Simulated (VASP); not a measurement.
# TlSnCl3 (Pm-3m) in VASP: vibrations by perturbation theory with PBEsol

Aim: the vibrations by perturbation theory of TlSnCl3 with PBEsol.

Everything below comes from runs of VASP 6.6.1. Logs are shortened: lines on timing, memory, paths and dates and some standing lists are left out, and cuts for length are marked.

**1. The cell of the first run**

It takes space group Pm-3m (No. 221, cubic). Conventional cell: a = 5.469 Å, b = 5.469 Å, c = 5.469 Å, α = 90.00°, β = 90.00°, γ = 90.00°. Tl (site symmetry m-3m) has 12 Cl at 3.87 Å and 8 Sn at 4.74 Å within 5.1 Å. Sn (site symmetry m-3m) has 6 Cl at 2.73 Å within 3.6 Å. Within 3.6 Å of Cl (site symmetry 4/mmm) lie 2 Sn at 2.73 Å.

**2. Vibrations by perturbation theory, PBEsol**

Input file INCAR:

```
PREC = Accurate
ENCUT = 520
EDIFF = 1E-8
ISMEAR = 0
SIGMA = 0.01
LREAL = False
LASPH = True
NELM = 80
ALGO = Normal
ISIF = 2
LWAVE = False
LCHARG = False
GGA = PS
IBRION = 8
NSW = 1
LEPSILON = True
```

Input file KPOINTS:

```
Automatic mesh
0
Gamma
  4 4 4
```

Input file POSCAR:

```
TlSnCl3
1.0
    5.4691541996      0.0000000000      0.0000000000
    0.0000000000      5.4691541996      0.0000000000
    0.0000000000      0.0000000000      5.4691541996
Tl Sn Cl
1 1 3
Direct
    0.0000000000      0.0000000000      0.0000000000
    0.5000000000      0.5000000000      0.5000000000
    0.5000000000      0.5000000000      0.0000000000
    0.5000000000      0.0000000000      0.5000000000
    0.0000000000      0.5000000000      0.5000000000
```

Potentials or basis: VASP PAW PBE potentials, release 64 (Tl_d, Sn_d, Cl).

The run is started by

```console
$ cat potpaw_PBE.64/Tl_d/POTCAR potpaw_PBE.64/Sn_d/POTCAR potpaw_PBE.64/Cl/POTCAR > POTCAR
$ mpirun -np 1 vasp_std > vasp.out
```

OUTCAR:

```text
PREC = Accurate
   ENCUT = 520
   EDIFF = 1E-8
   ISMEAR = 0
   LREAL = False
   LASPH = True
   NELM = 80
   ISIF = 2
   GGA = PS
   IBRION = 8
   NSW = 1
   LEPSILON = True

 ion  position               nearest neighbor table
   1  0.000  0.000  0.000-
   2  0.500  0.500  0.500-   3 2.73   4 2.73   5 2.73   3 2.73   4 2.73   5 2.73
   3  0.500  0.500  0.000-   2 2.73   2 2.73
   4  0.500  0.000  0.500-   2 2.73   2 2.73
   5  0.000  0.500  0.500-   2 2.73   2 2.73

  LATTYP: Found a simple cubic cell.
 ALAT       =     5.4691541996

  Lattice vectors:

 A1 = (   5.4691541996,   0.0000000000,   0.0000000000)
 A2 = (   0.0000000000,   5.4691541996,   0.0000000000)
 A3 = (   0.0000000000,   0.0000000000,   5.4691541996)

Analysis of symmetry for initial positions (statically):
=====================================================================
 Subroutine PRICEL returns:
 Original cell was already a primitive cell.

 Routine SETGRP: Setting up the symmetry group for a
 simple cubic supercell.

 Subroutine GETGRP returns: Found 48 space group operations
 (whereof 48 operations were pure point group operations)
 out of a pool of 48 trial point group operations.

The static configuration has the point symmetry O_h .

Analysis of symmetry for dynamics (positions and initial velocities):
=====================================================================
 Subroutine PRICEL returns:
 Original cell was already a primitive cell.

 Routine SETGRP: Setting up the symmetry group for a
 simple cubic supercell.

 Subroutine GETGRP returns: Found 48 space group operations
 (whereof 48 operations were pure point group operations)
 out of a pool of 48 trial point group operations.

The dynamic configuration has the point symmetry O_h .

 Subroutine INISYM returns: Found 48 space group operations
 (whereof 48 operations are pure point group operations),
 and found     1 'primitive' translations

----------------------------------------------------------------------------------------

                                     Primitive cell

  volume of cell :     163.5914

  direct lattice vectors                    reciprocal lattice vectors
     5.469154200  0.000000000  0.000000000     0.182843629  0.000000000  0.000000000
     0.000000000  5.469154200  0.000000000     0.000000000  0.182843629  0.000000000
     0.000000000  0.000000000  5.469154200     0.000000000  0.000000000  0.182843629

  length of vectors
     5.469154200  5.469154200  5.469154200     0.182843629  0.182843629  0.182843629

  position of ions in fractional coordinates (direct lattice)
     0.000000000  0.000000000  0.000000000
     0.500000000  0.500000000  0.500000000
     0.500000000  0.500000000  0.000000000
     0.500000000  0.000000000  0.500000000
     0.000000000  0.500000000  0.500000000

  ion indices of the primitive-cell ions
   primitive index   ion index
                 1           1
                 2           2
                 3           3
                 4           4
                 5           5

----------------------------------------------------------------------------------------

 KPOINTS: Automatic mesh

Automatic generation of k-mesh.
 Grid dimensions read from file:
 generate k-points for:    4    4    4

 Generating k-lattice:

  Cartesian coordinates                     Fractional coordinates (reciprocal lattice)
     0.045710907  0.000000000  0.000000000     0.250000000  0.000000000  0.000000000
[... 462 lines left out ...]
 -----------------------------------------------------------------------------
    -0.00210  0.00000  0.00000           (  0.00000  0.00000  0.00000)
     0.00000 -0.00210 -0.00000           (  0.00000  0.00000  0.00000)
     0.00000  0.00000  0.00085           (  0.00000  0.00000  0.00003)

 PIEZOELECTRIC TENSOR FIELD DIRECTION 3  (C/m^2)
 -----------------------------------------------------------------------------
    -0.00021  0.00000  0.00000
     0.00000 -0.00021 -0.00000
     0.00000  0.00000  0.00008

[... ionic steps 4 to 9 ...]

--------------------------------------- Ionic step       10  -------------------------------------------

------------------------ aborting loop because EDIFF is reached ----------------------------------------

[... ionic steps 11 to 11 ...]

--------------------------------------- Ionic step       12  -------------------------------------------

 Free energy of the ion-electron system (eV)
  ---------------------------------------------------
  ---------------------------------------------------
  free energy    TOTEN  =        -0.20422806 eV

  energy without entropy =       -0.20422806

------------------------ aborting loop because EDIFF is reached ----------------------------------------

 INTERNAL STRAIN TENSOR  FOR ION    3  DIRECTION 3   (eV/Angst):
 -----------------------------------------------------------------------------
     0.00165  0.00000  0.00000
     0.00000  0.00165 -0.00000
     0.00000 -0.00000 -0.02285

 MACROSCOPIC STATIC DIELECTRIC TENSOR (including local field effects in DFT)
 ------------------------------------------------------
          27.267257     0.000000    -0.000000
          -0.000000    27.267257     0.000000
          -0.000000     0.000000    27.267257
 ------------------------------------------------------

 PIEZOELECTRIC TENSOR (including local field effects)  for field in x, y, z        (e  Angst)
          XX          YY          ZZ          XY          YZ          ZX
  --------------------------------------------------------------------------------
  x     0.00000     0.00000     0.00000     0.00000     0.00000     0.00000
  y     0.00000     0.00000     0.00000     0.00000     0.00000     0.00000
  z     0.00000     0.00000     0.00000     0.00000     0.00000     0.00000

 PIEZOELECTRIC TENSOR (including local field effects)  for field in x, y, z        (C/m^2)
          XX          YY          ZZ          XY          YZ          ZX
  --------------------------------------------------------------------------------
  x     0.00000     0.00000     0.00000     0.00000     0.00000     0.00000
  y     0.00000     0.00000     0.00000     0.00000     0.00000     0.00000
  z     0.00000     0.00000     0.00000     0.00000     0.00000     0.00000

 BORN EFFECTIVE CHARGES (including local field effects) (in |e|, cummulative output)
 ---------------------------------------------------------------------------------
 ion    1
    1     2.00287     0.00000    -0.00000
    2     0.00000     2.00287    -0.00000
    3     0.00000     0.00000     2.00287
 ion    2
    1     4.35093    -0.00000     0.00000
    2     0.00000     4.35093    -0.00000
    3    -0.00000     0.00000     4.35093
 ion    3
    1     1.51526    -0.00000    -0.00000
    2    -0.00000     1.51526    -0.00000
    3     0.00000    -0.00000    -9.38431
 ion    4
    1     1.51526    -0.00000     0.00000
    2     0.00000    -9.38431    -0.00000
    3    -0.00000    -0.00000     1.51526
 ion    5
    1    -9.38431     0.00000    -0.00000
    2    -0.00000     1.51526     0.00000
    3     0.00000    -0.00000     1.51526

 INTERNAL STRAIN TENSOR FOR ION    5 for displacements in x,y,z  (eV/Angst):
          X           Y           Z          XY          YZ          ZX
  --------------------------------------------------------------------------------
  x     0.00000     0.00000     0.00000     0.00000     0.00000     0.00000
  y     0.00000     0.00000     0.00000     0.00000     0.00000     0.00000
  z     0.00000     0.00000     0.00000     0.00000     0.00000     0.00000

 SECOND DERIVATIVES (NOT SYMMETRIZED)
 ------------------------------------
               1X          1Y          1Z          2X          2Y          2Z          3X          3Y          3Z          4X          4Y          4Z          5X          5Y          5Z
  1X     0.639690   -0.000000    0.000000    0.166517   -0.000000   -0.000000   -0.453172    0.000000    0.000000   -0.453172    0.000000    0.000000    0.100137    0.000000   -0.000000
  1Y    -0.000000    0.639690    0.000000   -0.000000    0.166517   -0.000000    0.000000   -0.453172    0.000000    0.000000    0.100137   -0.000000    0.000000   -0.453172    0.000000
  1Z    -0.000000   -0.000000    0.639690   -0.000000   -0.000000    0.166517    0.000000   -0.000000    0.100137    0.000000   -0.000000   -0.453172    0.000000    0.000000   -0.453172
  2X     0.156497   -0.000000   -0.000000   -1.591463   -0.000000   -0.000000    0.267664    0.000000   -0.000000    0.267664   -0.000000    0.000000    0.899638   -0.000000    0.000000
  2Y    -0.000000    0.156497   -0.000000   -0.000000   -1.591463   -0.000000    0.000000    0.267664   -0.000000    0.000000    0.899638   -0.000000   -0.000000    0.267664    0.000000
  2Z    -0.000000   -0.000000    0.156497   -0.000000   -0.000000   -1.591463   -0.000000   -0.000000    0.899638    0.000000   -0.000000    0.267664   -0.000000    0.000000    0.267664
  3X    -0.449071    0.000000    0.000000    0.280929    0.000000    0.000000    0.450656    0.000000    0.000000    0.095538    0.000000    0.000000   -0.378053    0.000000    0.000000
  3Y     0.000000   -0.449071    0.000000    0.000000    0.280929    0.000000    0.000000    0.450656    0.000000    0.000000   -0.378053    0.000000    0.000000    0.095538    0.000000
  3Z    -0.000000    0.000000    0.105285    0.000000    0.000000    0.917273   -0.000000   -0.000000   -0.265241   -0.000000    0.000000   -0.378659    0.000000   -0.000000   -0.378659
  4X    -0.449071    0.000000    0.000000    0.280929    0.000000    0.000000    0.095538    0.000000    0.000000    0.450656    0.000000    0.000000   -0.378053    0.000000    0.000000
  4Y     0.000000    0.105285   -0.000000    0.000000    0.917273   -0.000000    0.000000   -0.378659   -0.000000    0.000000   -0.265241   -0.000000    0.000000   -0.378659   -0.000000
  4Z     0.000000    0.000000   -0.449071    0.000000    0.000000    0.280929    0.000000    0.000000   -0.378053    0.000000    0.000000    0.450656    0.000000    0.000000    0.095538
  5X     0.105285   -0.000000    0.000000    0.917273    0.000000   -0.000000   -0.378659    0.000000    0.000000   -0.378659    0.000000   -0.000000   -0.265241    0.000000   -0.000000
  5Y     0.000000   -0.449071    0.000000    0.000000    0.280929    0.000000    0.000000    0.095538    0.000000    0.000000   -0.378053    0.000000    0.000000    0.450656    0.000000
  5Z     0.000000    0.000000   -0.449071    0.000000    0.000000    0.280929    0.000000    0.000000   -0.378053    0.000000    0.000000    0.095538    0.000000    0.000000    0.450656

 Eigenvectors and eigenvalues of the dynamical matrix
 ----------------------------------------------------

   1 f  =    2.688876 THz    16.894706 2PiTHz   89.691246 cm-1    11.120292 meV
             X         Y         Z           dx          dy          dz
      0.000000  0.000000  0.000000     0.071277    0.001482    0.000000
      2.734577  2.734577  2.734577    -0.685380   -0.014247    0.000000
      2.734577  2.734577  0.000000     0.226871    0.004716   -0.000000
      2.734577  0.000000  2.734577     0.226871    0.013500    0.000000
      0.000000  2.734577  2.734577     0.649462    0.004716    0.000000
[... 105 lines left out ...]
  15 f/i=    2.487221 THz    15.627669 2PiTHz   82.964753 cm-1    10.286314 meV
             X         Y         Z           dx          dy          dz
      0.000000  0.000000  0.000000    -0.125228   -0.286113    0.001332
      2.734577  2.734577  2.734577    -0.010802   -0.024679    0.000115
      2.734577  2.734577  0.000000     0.242036    0.552989    0.001774
      2.734577  0.000000  2.734577     0.242036   -0.380985   -0.002574
      0.000000  2.734577  2.734577    -0.166752    0.552989   -0.002574

--------------------------------------------------------------------------------------------------------

 MACROSCOPIC STATIC DIELECTRIC TENSOR IONIC CONTRIBUTION
 ------------------------------------------------------
          27.303552     0.000000     0.000000
           0.000000    27.303552    -0.000000
           0.000000    -0.000000    27.303552
 ------------------------------------------------------

 ELASTIC MODULI CONTR FROM IONIC RELAXATION (kBar)
 Direction    XX          YY          ZZ          XY          YZ          ZX
 --------------------------------------------------------------------------------
 XX           0.0000      0.0000      0.0000      0.0000      0.0000      0.0000
 YY           0.0000      0.0000      0.0000      0.0000      0.0000      0.0000
 ZZ           0.0000      0.0000      0.0000      0.0000      0.0000      0.0000
 XY           0.0000      0.0000      0.0000      0.0000      0.0000      0.0000
 YZ           0.0000      0.0000      0.0000      0.0000      0.0000      0.0000
 ZX           0.0000      0.0000      0.0000      0.0000      0.0000      0.0000
 --------------------------------------------------------------------------------

 PIEZOELECTRIC TENSOR IONIC CONTR  for field in x, y, z        (C/m^2)
          XX          YY          ZZ          XY          YZ          ZX
  --------------------------------------------------------------------------------
  x     0.00000     0.00000     0.00000     0.00000     0.00000     0.00000
  y     0.00000     0.00000     0.00000     0.00000     0.00000     0.00000
  z     0.00000     0.00000     0.00000     0.00000     0.00000     0.00000
```

Run time: 29 min. Hardware: 1 thread of AMD EPYC 7R43 (Zen 3), shared host; peak memory 0.58 GiB.

Results:

```
Electronic dielectric tensor (diagonal)                 : 27.27
Born charges (mean of the diagonal)                     : Tl +2.00; Sn +4.35; Cl -2.12 e
Highest phonon frequency at Γ, LO-TO splitting left out : 90 cm⁻¹
Most unstable mode                                      : 83i cm⁻¹
```

Phonon frequencies in cm⁻¹ (negative: imaginary):
```
              q point                                         frequencies
(0.000, 0.000, 0.000)  -83 -83 -83 -52 -52 -52 -23 -23 -23 0 0 0 90 90 90
```

Electronic dielectric tensor:
```
27.27  0.00  0.00
 0.00 27.27  0.00
 0.00  0.00 27.27
```

Born effective charge tensors (e):
atom 1, Tl
```
2.00 0.00 0.00
0.00 2.00 0.00
0.00 0.00 2.00
```
atom 2, Sn
```
4.35 0.00 0.00
0.00 4.35 0.00
0.00 0.00 4.35
```
atom 3, Cl
```
 1.52  0.00  0.00
 0.00  1.52  0.00
 0.00  0.00 -9.38
```
atom 4, Cl
```
 1.52  0.00  0.00
 0.00 -9.38  0.00
 0.00  0.00  1.52
```
atom 5, Cl
```
-9.38  0.00  0.00
 0.00  1.52  0.00
 0.00  0.00  1.52
```

Caveat: some modes are imaginary; spin-orbit coupling is left out, which moves the levels of the heavy elements.
